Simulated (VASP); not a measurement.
# HfH3Cl (I-4m2) in VASP: single point with PBE

Aim: the single point of HfH3Cl with PBE.

Program: VASP 6.6.1. These are calculated values, not measurements. Logs are shortened: lines on timing, memory, paths and dates and some standing lists are left out, and cuts for length are marked.

**1. The cell of the first run**

It takes space group I-4m2 (No. 119, tetragonal). The conventional cell has a = 4.403 Å, b = 4.403 Å, c = 5.211 Å, α = 90.00°, β = 90.00°, γ = 90.00°. Within 2.9 Å of Hf (site symmetry -4m2) lie 6 H at 2.16 to 2.56 Å and 4 Cl at 2.56 Å. Within 1.2 Å of H (site symmetry 2mm) lie 1 H at 0.88 Å. Within 3.1 Å of H (site symmetry -4m2) lie 8 H at 2.36 to 2.81 Å and 4 Hf at 2.56 Å and 2 Cl at 2.61 Å. Within 3.1 Å of Cl (site symmetry -4m2) lie 10 H at 2.36 to 2.81 Å and 4 Hf at 2.56 Å.

**2. Single point, PBE**

INCAR

```
ALGO = Normal
EDIFF = 1E-6
ENCUT = 500
GGA = PE
GGA_COMPAT = False
ISIF = 2
ISMEAR = 0
LASPH = True
LCHARG = True
LELF = True
LREAL = False
LVHAR = True
LWAVE = False
NBANDS = 18
NELM = 120
PREC = Accurate
SIGMA = 0.15
```

KPOINTS

```
k-points
0
Gamma
  4 4 4
```

POSCAR

```
HfH3Cl
1.0
   -2.2012940792      2.2012940792      2.6052510969
    2.2012940792     -2.2012940792      2.6052510969
    2.2012940792      2.2012940792     -2.6052510969
Hf H Cl
1 3 1
Direct
    0.0000000000      0.0000000000      0.0000000000
    0.5848939026      0.5848939026      0.0000000000
    0.4151060974      0.4151060974      0.0000000000
    0.7500000000      0.2500000000      0.5000000000
    0.2500000000      0.7500000000      0.5000000000
```

Potentials or basis: VASP PAW PBE potentials, release 64 (Hf_pv, H, Cl).

On the command line:

```
$ cat potpaw_PBE.64/Hf_pv/POTCAR potpaw_PBE.64/H/POTCAR potpaw_PBE.64/Cl/POTCAR > POTCAR
$ mpirun -np 1 vasp_std > vasp.out
```

OUTCAR:

```text
EDIFF = 1E-6
   ENCUT = 500
   GGA = PE
   ISIF = 2
   ISMEAR = 0
   LASPH = True
   LREAL = False
   NELM = 120
   PREC = Accurate

 ion  position               nearest neighbor table
   1  0.000  0.000  0.000-   2 2.16   3 2.16   5 2.56   5 2.56   5 2.56   5 2.56
   2  0.585  0.585  0.000-   3 0.88   1 2.16
   3  0.415  0.415  0.000-   2 0.88   1 2.16
   4  0.750  0.250  0.500-
   5  0.250  0.750  0.500-   1 2.56   1 2.56   1 2.56   1 2.56

  LATTYP: Found a body centered tetragonal cell.
 ALAT       =     4.4025881584
 C/A-ratio  =     1.1835088830

  Lattice vectors:

 A1 = (  -2.2012940792,   2.2012940792,   2.6052510969)
 A2 = (   2.2012940792,  -2.2012940792,   2.6052510969)
 A3 = (   2.2012940792,   2.2012940792,  -2.6052510969)

Analysis of symmetry for initial positions (statically):
=====================================================================
 Subroutine PRICEL returns:
 Original cell was already a primitive cell.

 Routine SETGRP: Setting up the symmetry group for a
 body centered tetragonal supercell.

 Subroutine GETGRP returns: Found  8 space group operations
 (whereof  8 operations were pure point group operations)
 out of a pool of 16 trial point group operations.

The static configuration has the point symmetry D_2d.

Analysis of symmetry for dynamics (positions and initial velocities):
=====================================================================
 Subroutine PRICEL returns:
 Original cell was already a primitive cell.

 Routine SETGRP: Setting up the symmetry group for a
 body centered tetragonal supercell.

 Subroutine GETGRP returns: Found  8 space group operations
 (whereof  8 operations were pure point group operations)
 out of a pool of 16 trial point group operations.

The dynamic configuration has the point symmetry D_2d.

 Subroutine INISYM returns: Found  8 space group operations
 (whereof  8 operations are pure point group operations),
 and found     1 'primitive' translations

----------------------------------------------------------------------------------------

                                     Primitive cell

  volume of cell :      50.4970

  direct lattice vectors                    reciprocal lattice vectors
    -2.201294079  2.201294079  2.605251097     0.000000000  0.227139120  0.191920080
     2.201294079 -2.201294079  2.605251097     0.227139120  0.000000000  0.191920080
     2.201294079  2.201294079 -2.605251097     0.227139120  0.227139120  0.000000000

  length of vectors
     4.059399528  4.059399528  4.059399528     0.297364250  0.297364250  0.321223224

  position of ions in fractional coordinates (direct lattice)
     0.000000000  0.000000000  0.000000000
     0.584893903  0.584893903  0.000000000
     0.415106097  0.415106097  0.000000000
     0.750000000  0.250000000  0.500000000
     0.250000000  0.750000000  0.500000000

  ion indices of the primitive-cell ions
   primitive index   ion index
                 1           1
                 2           2
                 3           3
                 4           4
                 5           5

----------------------------------------------------------------------------------------

 KPOINTS: k-points

Automatic generation of k-mesh.
 Grid dimensions read from file:
 generate k-points for:    4    4    4

 Generating k-lattice:

  Cartesian coordinates                     Fractional coordinates (reciprocal lattice)
     0.000000000  0.056784780  0.047980020     0.250000000  0.000000000 -0.000000000
     0.056784780  0.000000000  0.047980020     0.000000000  0.250000000 -0.000000000
     0.056784780  0.056784780  0.000000000     0.000000000  0.000000000  0.250000000

  Length of vectors
     0.074341062  0.074341062  0.080305806

  Shift w.r.t. Gamma in fractional coordinates (k-lattice)
     0.000000000  0.000000000  0.000000000

 Subroutine IBZKPT returns following result:
 ===========================================

 Found     13 irreducible k-points:

 Following reciprocal coordinates:
            Coordinates               Weight
  0.000000  0.000000  0.000000      1.000000
  0.250000  0.000000  0.000000      8.000000
  0.500000  0.000000  0.000000      4.000000
  0.250000  0.250000  0.000000      8.000000
  0.500000  0.250000 -0.000000     16.000000
 -0.250000  0.250000  0.000000      4.000000
  0.500000  0.500000  0.000000      2.000000
  0.250000  0.250000  0.250000      2.000000
 -0.250000  0.250000  0.250000      4.000000
  0.500000  0.500000  0.250000      4.000000
 -0.250000  0.500000  0.250000      8.000000
 -0.250000 -0.250000  0.250000      2.000000
  0.500000  0.500000  0.500000      1.000000
   k-points           NKPTS =     13   k-points in BZ     NKDIM =     13   number of bands    NBANDS=     18
   number of dos      NEDOS =    301   number of ions     NIONS =      5
   total plane-waves  NPLWV =  27000
   dimension x,y,z NGX =    30 NGY =   30 NGZ =   30
   dimension x,y,z NGXF=    60 NGYF=   60 NGZF=   60
   ions per type =               1   3   1
   NGX,Y,Z   is equivalent  to a cutoff of  12.29, 12.29, 12.29 a.u.
   NGXF,Y,Z  is equivalent  to a cutoff of  24.57, 24.57, 24.57 a.u.
 SYSTEM =  unknown system
   PREC   = accura    normal or accurate (medium, high low for compatibility)
   ISTART =      0    job   : 0-new  1-cont  2-samecut
   ICHARG =      2    charge: 1-file 2-atom 10-const
   ISPIN  =      1    spin polarized calculation?
   LNONCOLLINEAR =      F non collinear calculations
   LSORBIT =      F    spin-orbit coupling
   LASPH  =      T    aspherical Exc in radial PAW
   ENCUT  =  500.0 eV  36.75 Ry    6.06 a.u.   7.40  7.40  7.40*2*pi/ulx,y,z
   NELM   =    120;   NELMIN=  2; NELMDL= -5     # of ELM steps
   EDIFF  = 0.1E-05   stopping-criterion for ELM
   LREAL  =      F    real-space projection
   EDIFFG = 0.1E-04   stopping-criterion for IOM
   NSW    =      0    number of steps for IOM
   IBRION =     -1    ionic relax: 0-MD 1-quasi-New 2-CG
   NFREE  =      0    steps in history (QN), initial steepest desc. (CG)
   ISIF   =      2    stress and relaxation
   ISYM   =      2    0-nonsym 1-usesym 2-fastsym
   POTIM  = 0.5000    time-step for ionic-motion
   TEBEG  =    0.0;   TEEND  =   0.0 temperature during run
   PSTRESS=    0.0 pullay stress
   NELECT =      20.0000    total number of electrons
   NUPDOWN=      -1.0000    fix difference up-down
   EMIN   =  10.00;   EMAX   =-10.00  energy-range for DOS
   EFERMI =   0.00;   METHOD = LEGACY
   ISMEAR =     0;   SIGMA  =   0.15  broadening in eV -4-tet -1-fermi 0-gaus
   EFERMI_NEDOS =   21; number of points for ismear=-14 and -15
   IALGO  =     38    algorithm
   IMIX   =      4    mixing-type and parameters
     AMIX     =   0.40;   BMIX     =  1.00
     AMIX_MAG =   1.60;   BMIX_MAG =  1.00
  volume/ion in A,a.u.               =      10.10        68.15
  Fermi-wavevector in a.u.,A,eV,Ry     =   1.202254  2.271931 19.666063  1.445415
  Thomas-Fermi vector in A             =   2.338040
   LORBIT       =      0    0 simple, 1 ext, 2 COOP (PROOUT), +10 PAW based schemes
   GGA     = PE    functional components
   LHFCALC =     F    Hartree Fock is set to
   AEXX    =    0.0000 exact exchange contribution
   IVDW    =     0    specifies the selected vdW correction
   LEPSILON=     F    determine dielectric tensor
   LRPA    =     F    only Hartree local field effects (RPA)
 non-spin polarized calculation
 Gauss-broadening in eV      SIGMA  =   0.15
  energy-cutoff  :      500.00
  volume of cell :       50.50
 maximum number of plane-waves:      1304
 NGX is ok and might be reduce to    30
   NGX = 15   NGY = 15   NGZ = 15

 number of electron      20.0000003 magnetization

 Free energy of the ion-electron system (eV)
  ---------------------------------------------------
  ext. energy  EPLUGINS =         0.00000000
  ---------------------------------------------------
  free energy    TOTEN  =       -21.26057682 eV

  energy without entropy =      -21.24409247  energy(sigma->0) =      -21.25233464

 E-fermi :   5.9776     XC(G=0): -10.6180

 val. band max:        5.7421552634   @ k =   0.5000   0.0000   0.0000
 cond. band min:       6.0706068733   @ k =  -0.2500  -0.2500   0.2500
 fundamental gap:      0.3284516099
 Fermi energy:         5.9776314776

 k-point     1 :       0.0000    0.0000    0.0000
  band No.  band energies     occupation
      1     -26.3939      2.00000
      2     -26.3939      2.00000
      3     -26.2302      2.00000
      4     -13.3405      2.00000
      5      -2.5157      2.00000
      6      -1.6733      2.00000
[... 10 lines left out ...]
     17      10.9064      0.00000
     18      12.6063      0.00000

 k-point     2 :       0.2500    0.0000    0.0000
  band No.  band energies     occupation
      1     -26.4192      2.00000
      2     -26.4022      2.00000
      3     -26.2463      2.00000
      4     -13.1185      2.00000
      5      -3.5856      2.00000
      6      -1.6683      2.00000
[... 10 lines left out ...]
     17      11.8780      0.00000
     18      14.2330      0.00000

 k-point     3 :       0.5000    0.0000    0.0000
  band No.  band energies     occupation
      1     -26.4477      2.00000
      2     -26.4105      2.00000
      3     -26.2587      2.00000
      4     -12.8981      2.00000
      5      -3.9110      2.00000
      6      -1.6805      2.00000
[... 10 lines left out ...]
     17      13.4109      0.00000
     18      16.1221      0.00000

 k-point     4 :       0.2500    0.2500    0.0000
  band No.  band energies     occupation
      1     -26.4367      2.00000
      2     -26.4182      2.00000
      3     -26.2621      2.00000
      4     -12.8995      2.00000
      5      -3.6624      2.00000
      6      -2.4235      2.00000
[... 10 lines left out ...]
     17      13.2031      0.00000
     18      14.2452      0.00000

 k-point     5 :       0.5000    0.2500   -0.0000
  band No.  band energies     occupation
      1     -26.4551      2.00000
      2     -26.4111      2.00000
      3     -26.2601      2.00000
      4     -12.8341      2.00000
      5      -4.0730      2.00000
      6      -2.0392      2.00000
[... 10 lines left out ...]
     17      12.9219      0.00000
     18      13.8949      0.00000

 k-point     6 :      -0.2500    0.2500    0.0000
  band No.  band energies     occupation
      1     -26.4352      2.00000
      2     -26.3980      2.00000
      3     -26.2441      2.00000
      4     -13.0549      2.00000
      5      -3.9709      2.00000
      6      -1.6157      2.00000
[... 10 lines left out ...]
     17      12.0093      0.00000
     18      14.1624      0.00000

 k-point     7 :       0.5000    0.5000    0.0000
  band No.  band energies     occupation
      1     -26.4755      2.00000
      2     -26.4020      2.00000
      3     -26.2580      2.00000
      4     -12.7613      2.00000
      5      -4.5838      2.00000
      6      -1.4240      2.00000
[... 10 lines left out ...]
     17      11.8854      0.00000
     18      14.0350      0.00000

 k-point     8 :       0.2500    0.2500    0.2500
  band No.  band energies     occupation
      1     -26.4551      2.00000
      2     -26.4222      2.00000
      3     -26.2614      2.00000
      4     -12.7607      2.00000
      5      -3.8624      2.00000
      6      -2.3306      2.00000
[... 10 lines left out ...]
     17      13.4617      0.00000
     18      15.4340      0.00000

 k-point     9 :      -0.2500    0.2500    0.2500
  band No.  band energies     occupation
      1     -26.4410      2.00000
      2     -26.4106      2.00000
      3     -26.2625      2.00000
      4     -12.9142      2.00000
      5      -3.9422      2.00000
      6      -1.8255      2.00000
[... 10 lines left out ...]
     17      12.5476      0.00000
     18      14.1453      0.00000

 k-point    10 :       0.5000    0.5000    0.2500
  band No.  band energies     occupation
      1     -26.4534      2.00000
      2     -26.4159      2.00000
      3     -26.2810      2.00000
      4     -12.7749      2.00000
      5      -3.9848      2.00000
      6      -2.0925      2.00000
[... 10 lines left out ...]
     17      12.8501      0.00000
     18      13.6804      0.00000

 k-point    11 :      -0.2500    0.5000    0.2500
  band No.  band energies     occupation
      1     -26.4376      2.00000
      2     -26.4200      2.00000
      3     -26.2834      2.00000
      4     -12.8398      2.00000
      5      -3.7454      2.00000
      6      -2.1483      2.00000
[... 10 lines left out ...]
     17      12.4385      0.00000
     18      13.9284      0.00000

 k-point    12 :      -0.2500   -0.2500    0.2500
  band No.  band energies     occupation
      1     -26.4116      2.00000
      2     -26.4116      2.00000
      3     -26.2719      2.00000
      4     -13.0376      2.00000
      5      -3.6079      2.00000
      6      -1.6487      2.00000
[... 10 lines left out ...]
     17      10.8766      0.00000
     18      14.7067      0.00000

 k-point    13 :       0.5000    0.5000    0.5000
  band No.  band energies     occupation
      1     -26.4295      2.00000
      2     -26.4295      2.00000
      3     -26.3057      2.00000
      4     -12.7881      2.00000
      5      -3.8734      2.00000
      6      -1.5485      2.00000
[... 10 lines left out ...]
     17      13.2062      0.00000
     18      13.2063      0.00000

------------------------ aborting loop because EDIFF is reached ----------------------------------------

  FORCE on cell =-STRESS in cart. coord.  units (eV):
  Direction    XX          YY          ZZ          XY          YZ          ZX
  --------------------------------------------------------------------------------------
  -------------------------------------------------------------------------------------
  Total       -0.1145474     -0.1145474     -0.2699250      0.0000000      0.0000000      0.0000000
  in kB       -3.6343788     -3.6343788     -8.5642238      0.0000000      0.0000000      0.0000000
  external PRESSURE =      -5.2776605 kB  Pullay stress =       0.0000000 kB

 VOLUME and BASIS-vectors are now :
 -----------------------------------------------------------------------------
  energy-cutoff  :      500.00
  volume of cell :       50.50
      direct lattice vectors                 reciprocal lattice vectors
    -2.201294079  2.201294079  2.605251097     0.000000000  0.227139120  0.191920080
     2.201294079 -2.201294079  2.605251097     0.227139120  0.000000000  0.191920080
     2.201294079  2.201294079 -2.605251097     0.227139120  0.227139120  0.000000000

 POSITION                                       TOTAL-FORCE (eV/Angst)
 -----------------------------------------------------------------------------------
      0.00000      0.00000      0.00000         0.000000      0.000000      0.000000
      0.00000      0.00000      3.04759        -0.000000     -0.000000      0.061877
      0.00000      0.00000      2.16291         0.000000      0.000000     -0.061877
      0.00000      2.20129      1.30263         0.000000      0.000000      0.000000
      2.20129      0.00000      1.30263         0.000000      0.000000      0.000000
 -----------------------------------------------------------------------------------
    total drift:                                0.000000     -0.000000      0.000000

  FREE ENERGIE OF THE ION-ELECTRON SYSTEM (eV)
  ---------------------------------------------------
  free  energy   TOTEN  =       -21.2605768186 eV

  energy  without entropy=      -21.2440924697  energy(sigma->0) =      -21.25233464
```

Wall time 15 s (1 thread of Intel Xeon Platinum 8559C (Emerald Rapids), shared host); peak memory 0.17 GiB.

What came out:

```yaml
Free_energy: -21.2606 eV
Pressure: -0.5 GPa
Largest_force: 0.062 eV/Å
Band_gap_on_the_k_mesh: zero (band 10 reaches 7.21 eV, above the bottom of band 11 at 5.28 eV)
```

Forces in eV/Å, atoms in the order of the input:
```
Hf   0.000  0.000  0.000
H    0.000  0.000  0.062
H    0.000  0.000 -0.062
H    0.000  0.000  0.000
Cl   0.000  0.000  0.000
```

Levels at points of the mesh, in eV from the Fermi level:
| k point | band 7 | band 8 | band 9 | band 10 | band 11 | band 12 | band 13 | band 14 |
| --- | --- | --- | --- | --- | --- | --- | --- | --- |
| (0.00, 0.00, 0.00) | -7.65 | -7.48 | -3.42 | -0.75 | 1.63 | 1.74 | 1.90 | 1.90 |
| (0.50, 0.00, 0.00) | -7.43 | -6.31 | -3.20 | -1.08 | -0.24 | 1.34 | 1.72 | 2.01 |
| (0.50, 0.50, 0.00) | -7.03 | -5.43 | -5.20 | 0.51 | 0.80 | 1.17 | 1.95 | 2.82 |
| (0.50, 0.50, 0.50) | -7.53 | -6.36 | -5.23 | 1.23 | 1.23 | 1.30 | 3.16 | 3.24 |

Caveat: the k points lie up to 0.50 Å⁻¹ apart; spin-orbit coupling is left out, which moves the levels of the heavy elements.
